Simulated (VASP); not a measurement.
# SrCl2 (P-3m1) in VASP: a series of runs

SrCl2 is run at these levels: PBE, r2SCAN; tasks: single point.

Everything below comes from runs of VASP 6.6.1. Logs are shortened: lines on timing, memory, paths and dates and some standing lists are left out, and cuts for length are marked.

### 1 The cell of the first run

Symmetry: P-3m1, No. 164, trigonal system. The conventional cell has a = 4.156 Å, b = 4.156 Å, c = 5.277 Å, α = 90.00°, β = 90.00°, γ = 120.00°. Within 3.7 Å of Sr (site symmetry -3m) lie 6 Cl at 2.81 Å. Cl (site symmetry 3m) has 3 Sr at 2.81 Å and 6 Cl at 3.36 to 3.78 Å within 3.8 Å.

### 2 Single point, PBE (strain -5.7%)

INCAR

```
SYSTEM = SrCl2
PREC = Accurate
ENCUT = 520
EDIFF = 1E-6
ISMEAR = -1
SIGMA = 0.02
LREAL = .FALSE.
LASPH = .TRUE.
NELM = 80
ALGO = Normal
ISIF = 2
LWAVE = .FALSE.
LCHARG = .FALSE.
GGA = PE
NBANDS = 19
```

KPOINTS

```
Automatic mesh
0
G
  6 6 6
  0 0 0
```

POSCAR

```
SrCl2
1.0
    4.1560357179      0.0000000000      0.0000000000
   -2.0780178590      3.5992325107      0.0000000000
    0.0000000000      0.0000000000      5.2770893134
Sr Cl
1 2
Direct
    0.0000000000      0.0000000000      0.0000000000
    0.3333333333      0.6666666667      0.2765228651
    0.6666666667      0.3333333333      0.7234771349
```

Potentials or basis: VASP PAW PBE potentials, release 64 (Sr_sv, Cl).

Run with:

```
> cat potpaw_PBE.64/Sr_sv/POTCAR potpaw_PBE.64/Cl/POTCAR > POTCAR
> mpirun -np 1 vasp_std > vasp.out
```

OUTCAR:

```text
SYSTEM = SrCl2
   PREC = Accurate
   ENCUT = 520
   EDIFF = 1E-6
   ISMEAR = -1
   LREAL = .FALSE.
   LASPH = .TRUE.
   NELM = 80
   ISIF = 2
   GGA = PE

 ion  position               nearest neighbor table
   1  0.000  0.000  0.000-   2 2.81   3 2.81   2 2.81   3 2.81   3 2.81   2 2.81
   2  0.333  0.667  0.277-   1 2.81   1 2.81   1 2.81
   3  0.667  0.333  0.723-   1 2.81   1 2.81   1 2.81

  LATTYP: Found a hexagonal cell.
 ALAT       =     4.1560357179
 C/A-ratio  =     1.2697410878

  Lattice vectors:

 A1 = (   4.1560357179,   0.0000000000,   0.0000000000)
 A2 = (  -2.0780178590,   3.5992325107,   0.0000000000)
 A3 = (   0.0000000000,   0.0000000000,   5.2770893134)

Analysis of symmetry for initial positions (statically):
=====================================================================
 Subroutine PRICEL returns:
 Original cell was already a primitive cell.

 Routine SETGRP: Setting up the symmetry group for a
 hexagonal supercell.

 Subroutine GETGRP returns: Found 12 space group operations
 (whereof 12 operations were pure point group operations)
 out of a pool of 24 trial point group operations.

The static configuration has the point symmetry D_3d.

Analysis of symmetry for dynamics (positions and initial velocities):
=====================================================================
 Subroutine PRICEL returns:
 Original cell was already a primitive cell.

 Routine SETGRP: Setting up the symmetry group for a
 hexagonal supercell.

 Subroutine GETGRP returns: Found 12 space group operations
 (whereof 12 operations were pure point group operations)
 out of a pool of 24 trial point group operations.

The dynamic configuration has the point symmetry D_3d.

 Subroutine INISYM returns: Found 12 space group operations
 (whereof 12 operations are pure point group operations),
 and found     1 'primitive' translations

----------------------------------------------------------------------------------------

                                     Primitive cell

  volume of cell :      78.9375

  direct lattice vectors                    reciprocal lattice vectors
     4.156035718  0.000000000  0.000000000     0.240613909  0.138918505  0.000000000
    -2.078017859  3.599232511  0.000000000     0.000000000  0.277837010  0.000000000
     0.000000000  0.000000000  5.277089313     0.000000000  0.000000000  0.189498403

  length of vectors
     4.156035718  4.156035718  5.277089313     0.277837010  0.277837010  0.189498403

  position of ions in fractional coordinates (direct lattice)
     0.000000000  0.000000000  0.000000000
     0.333333333  0.666666667  0.276522865
     0.666666667  0.333333333  0.723477135

  ion indices of the primitive-cell ions
   primitive index   ion index
                 1           1
                 2           2
                 3           3

----------------------------------------------------------------------------------------

 KPOINTS: Automatic mesh

Automatic generation of k-mesh.
 Grid dimensions read from file:
 generate k-points for:    6    6    6

 Generating k-lattice:

  Cartesian coordinates                     Fractional coordinates (reciprocal lattice)
     0.040102318  0.023153084  0.000000000     0.166666667  0.000000000  0.000000000
     0.000000000  0.046306168  0.000000000     0.000000000  0.166666667  0.000000000
     0.000000000  0.000000000  0.031583067     0.000000000  0.000000000  0.166666667

  Length of vectors
     0.046306168  0.046306168  0.031583067

  Shift w.r.t. Gamma in fractional coordinates (k-lattice)
     0.000000000  0.000000000  0.000000000

 Subroutine IBZKPT returns following result:
 ===========================================

 Found     34 irreducible k-points:

 Following reciprocal coordinates:
            Coordinates               Weight
  0.000000  0.000000  0.000000      1.000000
  0.166667 -0.000000  0.000000      6.000000
  0.333333  0.000000  0.000000      6.000000
  0.500000  0.000000  0.000000      3.000000
  0.166667  0.166667  0.000000      6.000000
  0.333333  0.166667  0.000000     12.000000
[... 16 lines left out ...]
  0.500000  0.000000  0.333333      6.000000
  0.166667  0.166667  0.333333     12.000000
 [... further k-points ...]
   k-points           NKPTS =     34   k-points in BZ     NKDIM =     34   number of bands    NBANDS=     19
   number of dos      NEDOS =    301   number of ions     NIONS =      3
   total plane-waves  NPLWV =  40960
   dimension x,y,z NGX =    32 NGY =   32 NGZ =   40
   dimension x,y,z NGXF=    64 NGYF=   64 NGZF=   80
   ions per type =               1   2
   NGX,Y,Z   is equivalent  to a cutoff of  12.80, 12.80, 12.60 a.u.
   NGXF,Y,Z  is equivalent  to a cutoff of  25.60, 25.60, 25.20 a.u.
 SYSTEM =  SrCl2
   PREC   = accura    normal or accurate (medium, high low for compatibility)
   ISTART =      0    job   : 0-new  1-cont  2-samecut
   ICHARG =      2    charge: 1-file 2-atom 10-const
[... 92 lines left out ...]
      6     -11.8884      2.00000
[... 11 lines left out ...]
     18      10.0000      0.00000
     19      11.1099      0.00000

 k-point     4 :       0.5000    0.0000    0.0000
  band No.  band energies     occupation
      1     -31.8943      2.00000
      2     -14.7177      2.00000
      3     -14.0296      2.00000
      4     -13.9940      2.00000
      5     -12.3930      2.00000
      6     -11.7613      2.00000
[... 11 lines left out ...]
     18      10.0177      0.00000
     19      10.7479      0.00000

 k-point     5 :       0.1667    0.1667    0.0000
  band No.  band energies     occupation
      1     -31.9020      2.00000
      2     -14.4444      2.00000
      3     -14.2503      2.00000
      4     -13.9881      2.00000
      5     -12.2136      2.00000
      6     -11.9547      2.00000
[... 11 lines left out ...]
     18       9.5519      0.00000
     19      11.3437      0.00000

 k-point     6 :       0.3333    0.1667    0.0000
  band No.  band energies     occupation
      1     -31.8943      2.00000
      2     -14.6161      2.00000
      3     -14.1720      2.00000
      4     -14.0248      2.00000
      5     -12.1995      2.00000
      6     -11.8795      2.00000
[... 11 lines left out ...]
     18      10.5079      0.00000
     19      10.7504      0.00000

 k-point     7 :       0.3333    0.3333    0.0000
  band No.  band energies     occupation
      1     -31.8917      2.00000
      2     -14.4426      2.00000
      3     -14.4426      2.00000
      4     -14.0132      2.00000
      5     -12.0003      2.00000
      6     -12.0003      2.00000
[... 11 lines left out ...]
     18      10.5908      0.00000
     19      12.3787      0.00000

 k-point     8 :       0.0000    0.0000    0.1667
  band No.  band energies     occupation
      1     -31.9147      2.00000
      2     -14.4525      2.00000
      3     -13.9189      2.00000
      4     -13.9189      2.00000
      5     -12.7821      2.00000
      6     -11.6858      2.00000
[... 256 lines left out ...]
 k-point    20 :       0.0000    0.1667    0.3333
  band No.  band energies     occupation
      1     -31.9095      2.00000
      2     -14.4185      2.00000
      3     -14.1662      2.00000
      4     -13.9371      2.00000
      5     -12.3736      2.00000
      6     -11.9054      2.00000
[... 11 lines left out ...]
     18       8.9949      0.00000
     19       9.9394      0.00000

 k-point    21 :       0.3333    0.0000    0.3333
  band No.  band energies     occupation
      1     -31.8993      2.00000
      2     -14.5650      2.00000
      3     -14.1635      2.00000
      4     -13.9744      2.00000
      5     -12.2787      2.00000
      6     -11.8928      2.00000
[... 11 lines left out ...]
     18       9.7563      0.00000
     19      10.5837      0.00000

 k-point    22 :       0.0000    0.3333    0.3333
  band No.  band energies     occupation
      1     -31.8993      2.00000
      2     -14.5411      2.00000
      3     -14.1825      2.00000
      4     -13.9742      2.00000
      5     -12.4188      2.00000
      6     -11.7391      2.00000
[... 11 lines left out ...]
     18       9.3665      0.00000
     19      10.0136      0.00000

 k-point    23 :       0.5000    0.0000    0.3333
  band No.  band energies     occupation
      1     -31.8942      2.00000
      2     -14.6921      2.00000
      3     -14.0403      2.00000
      4     -13.9926      2.00000
      5     -12.5065      2.00000
      6     -11.6649      2.00000
[... 11 lines left out ...]
     18       9.6923      0.00000
     19      10.6910      0.00000

 k-point    24 :       0.1667    0.1667    0.3333
  band No.  band energies     occupation
      1     -31.9018      2.00000
      2     -14.4140      2.00000
      3     -14.2912      2.00000
      4     -13.9874      2.00000
      5     -12.2128      2.00000
      6     -11.9454      2.00000
[... 11 lines left out ...]
     18       9.6042      0.00000
     19      10.3890      0.00000

 [... further k-points ...]

------------------------ aborting loop because EDIFF is reached ----------------------------------------

  FORCE on cell =-STRESS in cart. coord.  units (eV):
  Direction    XX          YY          ZZ          XY          YZ          ZX
  --------------------------------------------------------------------------------------
  -------------------------------------------------------------------------------------
  Total        3.7643757      3.7643757      2.8649569     -0.0000000      0.0000000      0.0000000
  in kB       76.4046737     76.4046737     58.1493766     -0.0000000      0.0000000      0.0000000
  external PRESSURE =      70.3195746 kB  Pullay stress =       0.0000000 kB

 VOLUME and BASIS-vectors are now :
 -----------------------------------------------------------------------------
  energy-cutoff  :      520.00
  volume of cell :       78.94
      direct lattice vectors                 reciprocal lattice vectors
     4.156035718  0.000000000  0.000000000     0.240613909  0.138918505  0.000000000
    -2.078017859  3.599232511  0.000000000     0.000000000  0.277837010  0.000000000
     0.000000000  0.000000000  5.277089313     0.000000000  0.000000000  0.189498403

 POSITION                                       TOTAL-FORCE (eV/Angst)
 -----------------------------------------------------------------------------------
      0.00000      0.00000      0.00000        -0.000000      0.000000      0.000000
     -0.00000      2.39949      1.45924         0.000000     -0.000000      0.029625
      2.07802      1.19974      3.81785        -0.000000      0.000000     -0.029625
 -----------------------------------------------------------------------------------
    total drift:                               -0.000000     -0.000000      0.000000

  FREE ENERGIE OF THE ION-ELECTRON SYSTEM (eV)
  ---------------------------------------------------
  free  energy   TOTEN  =       -12.2541331130 eV

  energy  without entropy=      -12.2541331130  energy(sigma->0) =      -12.25413311
```

Run time: 16 s. Hardware: 1 thread of Intel Xeon 6975P-C (Granite Rapids), shared host; peak memory 0.21 GiB.

What came out:

```yaml
Free_energy: -12.2541 eV
Pressure: 7.0 GPa
Largest_force: 0.030 eV/Å
Band_gap_on_the_k_mesh: 4.91 eV (least direct gap 5.56 eV)
```

Forces on the atoms (eV/Å):
```
Sr   0.000  0.000  0.000
Cl   0.000  0.000  0.030
Cl   0.000  0.000 -0.030
```

Caveat: the cell differs from its parent crystal (strain -5.7%); the cell stands under pressure. A k mesh can miss the band edges.

### 3 Single point, PBE (uniaxial z strain -2.1%)

INCAR

```
SYSTEM = SrCl2
  PREC = Accurate
  ENCUT = 520
  EDIFF = 1E-7
  ISMEAR = -1
  SIGMA = 0.02
  LREAL = .False.
  LASPH = .True.
  NELM = 80
  ALGO = Normal
  ISIF = 2
  LWAVE = .False.
  LCHARG = .True.
  GGA = PE
  LELF = .True.
  LVHAR = .True.
  NBANDS = 19
```

KPOINTS

```
Automatic mesh
0
Gamma
  6 6 6
  0 0 0
```

POSCAR

```
SrCl2
1.0
    4.4072489055      0.0000000000      0.0000000000
   -2.2036244528      3.8167895130      0.0000000000
    0.0000000000      0.0000000000      5.4779880476
Sr Cl
1 2
Direct
    0.0000000000      0.0000000000      0.0000000000
    0.3333333333      0.6666666667      0.2526730144
    0.6666666667      0.3333333333      0.7473269856
```

Potentials or basis: VASP PAW PBE potentials, release 64 (Sr_sv, Cl).

Run with:

```
> cat potpaw_PBE.64/Sr_sv/POTCAR potpaw_PBE.64/Cl/POTCAR > POTCAR
> mpirun -np 1 vasp_std > vasp.out
```

It took 24 s on 1 thread of Intel Xeon 6975P-C (Granite Rapids), shared host; peak memory 0.25 GiB.

It converged, with:

```yaml
Free_energy: -12.5814 eV
Pressure: 1.6 GPa
Largest_force: 0.018 eV/Å
Band_gap_on_the_k_mesh: 5.13 eV
```

Forces in eV/Å, atoms in the order of the input:
```
Sr   0.000  0.000  0.000
Cl   0.000  0.000  0.018
Cl   0.000  0.000 -0.018
```

Stress tensor (GPa, compression positive):
```
1.51 0.00 0.00
0.00 1.51 0.00
0.00 0.00 1.66
```

Levels at points of the mesh, in eV from the valence-band top:
| k point | band 9 | band 10 | band 11 | band 12 | band 13 | band 14 | band 15 | band 16 |
| --- | --- | --- | --- | --- | --- | --- | --- | --- |
| (0.00, 0.00, 0.00) | -1.52 | -0.48 | -0.48 | 0.00 | 5.13 | 6.67 | 6.67 | 7.38 |
| (0.50, 0.00, 0.00) | -1.04 | -0.97 | -0.96 | -0.84 | 5.38 | 6.94 | 8.09 | 8.12 |
| (0.00, 0.00, 0.50) | -1.33 | -1.02 | -0.69 | -0.69 | 6.37 | 6.37 | 6.67 | 7.27 |
| (0.50, 0.00, 0.50) | -1.31 | -0.78 | -0.57 | -0.29 | 6.16 | 7.52 | 7.78 | 7.98 |

Caveat: the cell differs from its parent crystal (uniaxial z strain -2.1%).

### 4 Single point, r2SCAN (strain -5.7%)

POSCAR

```
SrCl2
1.0
    4.1560357179      0.0000000000      0.0000000000
   -2.0780178590      3.5992325107      0.0000000000
    0.0000000000      0.0000000000      5.2770893134
Sr Cl
1 2
Direct
    0.0000000000      0.0000000000      0.0000000000
    0.3333333333      0.6666666667      0.2765228651
    0.6666666667      0.3333333333      0.7234771349
```

INCAR.step1

```
SYSTEM = SrCl2
PREC = Accurate
ENCUT = 520
ISMEAR = 0
SIGMA = 0.01
LREAL = .False.
LASPH = .True.
NELM = 60
NBANDS = 19
GGA = PE
ALGO = Normal
EDIFF = 1E-4
LWAVE = .True.
LCHARG = .False.
```

INCAR.step2

```
SYSTEM = SrCl2
PREC = Accurate
ENCUT = 520
EDIFF = 1E-6
ISMEAR = 0
SIGMA = 0.01
LREAL = .False.
LASPH = .True.
NELM = 60
ALGO = Normal
ISIF = 2
LWAVE = .False.
LCHARG = .False.
METAGGA = R2SCAN
LMIXTAU = .True.
NBANDS = 19
ISTART = 1
```

KPOINTS is that of step 3.

Run with:

```
> cat potpaw_PBE.64/Sr_sv/POTCAR potpaw_PBE.64/Cl/POTCAR > POTCAR
> cp INCAR.step1 INCAR
> mpirun -np 1 vasp_std > vasp.out
> cp INCAR.step2 INCAR
> mpirun -np 1 vasp_std > vasp.out
```

It took 53 s on 1 thread of Intel Xeon 6975P-C (Granite Rapids), shared host; peak memory 0.23 GiB.

It converged, with:

```yaml
Free_energy: -35.1418 eV
Pressure: 6.5 GPa
Largest_force: 0.016 eV/Å
Band_gap_on_the_k_mesh: 5.39 eV (least direct gap 6.22 eV)
```

Forces on the atoms (eV/Å):
```
Sr   0.000  0.000  0.000
Cl   0.000  0.000  0.016
Cl   0.000  0.000 -0.016
```

Stress tensor (GPa, compression positive):
```
7.09 0.00 0.00
0.00 7.09 0.00
0.00 0.00 5.20
```

Levels at points of the mesh, in eV from the valence-band top:
```csv
k point,band 9,band 10,band 11,band 12,band 13,band 14,band 15,band 16
"(0.00, 0.00, 0.00)",-1.75,-0.52,-0.52,0.00,6.22,7.34,7.34,7.72
"(0.50, 0.00, 0.00)",-1.37,-1.11,-1.09,-0.90,5.39,8.12,8.97,9.30
"(0.00, 0.00, 0.50)",-1.44,-1.44,-0.93,-0.93,6.90,6.90,7.35,8.35
"(0.50, 0.00, 0.50)",-1.74,-0.74,-0.69,-0.31,6.44,8.30,8.79,9.14
```

Caveat: the cell differs from its parent crystal (strain -5.7%); the cell stands under pressure; the PAW data sets were made with another functional, which shifts forces and pressure a little. A k mesh can miss the band edges.

### 5 Single point, r2SCAN (uniaxial z strain -2.1%)

POSCAR

```
SrCl2
1.0
    4.4072489055      0.0000000000      0.0000000000
   -2.2036244528      3.8167895130      0.0000000000
    0.0000000000      0.0000000000      5.4779880476
Sr Cl
1 2
Direct
    0.0000000000      0.0000000000      0.0000000000
    0.3333333333      0.6666666667      0.2526730144
    0.6666666667      0.3333333333      0.7473269856
```

INCAR.step1

```
PREC = Accurate
ENCUT = 520
ISMEAR = 0
SIGMA = 0.01
LREAL = False
LASPH = True
NELM = 80
NBANDS = 19
GGA = PE
ALGO = Normal
EDIFF = 1E-4
LWAVE = True
LCHARG = False
```

INCAR.step2

```
PREC = Accurate
ENCUT = 520
EDIFF = 1E-7
ISMEAR = 0
SIGMA = 0.01
LREAL = False
LASPH = True
NELM = 80
ALGO = Normal
ISIF = 2
LWAVE = False
LCHARG = False
METAGGA = R2SCAN
LMIXTAU = True
NBANDS = 19
ISTART = 1
```

KPOINTS

```
Automatic mesh
0
Gamma
  6 6 6
```

Run with:

```
> cat potpaw_PBE.64/Sr_sv/POTCAR potpaw_PBE.64/Cl/POTCAR > POTCAR
> cp INCAR.step1 INCAR
> mpirun -np 1 vasp_std > vasp.out
> cp INCAR.step2 INCAR
> mpirun -np 1 vasp_std > vasp.out
```

Wall time 100 s (1 thread of Intel Xeon 6975P-C (Granite Rapids), shared host); peak memory 0.27 GiB.

It converged, with:

```
Free energy            : -35.4221 eV
Pressure               : 0.9 GPa
Largest force          : 0.008 eV/Å
Band gap on the k mesh : 5.75 eV
```

Forces in eV/Å, atoms in the order of the input:
```
Sr   0.000  0.000  0.000
Cl   0.000  0.000  0.008
Cl   0.000  0.000 -0.008
```

Stress tensor (GPa, compression positive):
```
0.89 0.00 0.00
0.00 0.89 0.00
0.00 0.00 1.00
```

Levels at points of the mesh, in eV from the valence-band top:
```csv
k point,band 10,band 11,band 12,band 13,band 14,band 15
"(0.00, 0.00, 0.00)",-0.50,-0.50,0.00,5.75,7.29,7.29
"(0.50, 0.00, 0.00)",-0.99,-0.97,-0.84,5.89,7.50,8.70
"(0.00, 0.00, 0.50)",-1.03,-0.71,-0.71,6.97,6.97,7.33
"(0.50, 0.00, 0.50)",-0.80,-0.57,-0.30,6.73,8.20,8.27
```

Caveat: the cell differs from its parent crystal (uniaxial z strain -2.1%); the PAW data sets were made with another functional, which shifts forces and pressure a little. A k mesh can miss the band edges.

### 6 Summary

| level | cell | smearing | gap on the mesh (eV) | pressure (GPa) | largest force (eV/Å) |
| --- | --- | --- | --- | --- | --- |
| PBE | a = 4.156, b = 4.156, c = 5.277 Å, angles 90.0, 90.0, 120.0°, 3 atoms, strain -5.7% | fermi-dirac 0.02 eV | 4.91 | 7.0 | 0.03 |
| PBE | a = 4.407, b = 4.407, c = 5.478 Å, angles 90.0, 90.0, 120.0°, 3 atoms, uniaxial z strain -2.1% | fermi-dirac 0.02 eV | 5.13 | 1.6 | 0.02 |
| r2SCAN | a = 4.156, b = 4.156, c = 5.277 Å, angles 90.0, 90.0, 120.0°, 3 atoms, strain -5.7% | gaussian 0.01 eV | 5.39 | 6.5 | 0.02 |
| r2SCAN | a = 4.407, b = 4.407, c = 5.478 Å, angles 90.0, 90.0, 120.0°, 3 atoms, uniaxial z strain -2.1% | gaussian 0.01 eV | 5.75 | 0.9 | 0.01 |

Alike in all rows: task single point; potentials or basis VASP PAW PBE potentials, release 64 (Sr_sv, Cl); no spin polarisation; k mesh 6 × 6 × 6; cutoff (eV) 520.

Caveats: the cell stands under pressure (at least some runs); the PAW data sets were made with another functional, which shifts forces and pressure a little (at least some runs).

Absolute energies hang on the potentials; compare differences alone.
